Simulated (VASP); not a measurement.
Runs of VASP 6.6.1 on ScAl3. The cell holds an amorphous packing of atoms, 16 atoms: a = 7.028 Å, b = 6.647 Å, c = 6.679 Å, α = 84.44°, β = 90.08°, γ = 86.64°. 

```csv
smearing,gap on the mesh (eV),pressure (GPa),largest force (eV/Å)
fermi-dirac 0.1293 eV,0.08,0.9,(c)
fermi-dirac 0.05 eV,0.09,-1.2,1.21
fermi-dirac 0.0715 eV,(b),(a),1.71
fermi-dirac 0.1801 eV,(d),4.1,2.90
```

Alike in all rows: task single point; level PBE; potentials or basis VASP PAW PBE potentials, release 64 (Sc_sv, Al); no spin polarisation; cell as given; k mesh 1 × 1 × 1, shifted; cutoff (eV) 520.

Q: Fill in the values left out.

A: (a) 0.0; (b) 0.17; (c) 1.82; (d) 0.25.

Caveats: all runs use coarse meshes.

A k mesh can miss the band edges.
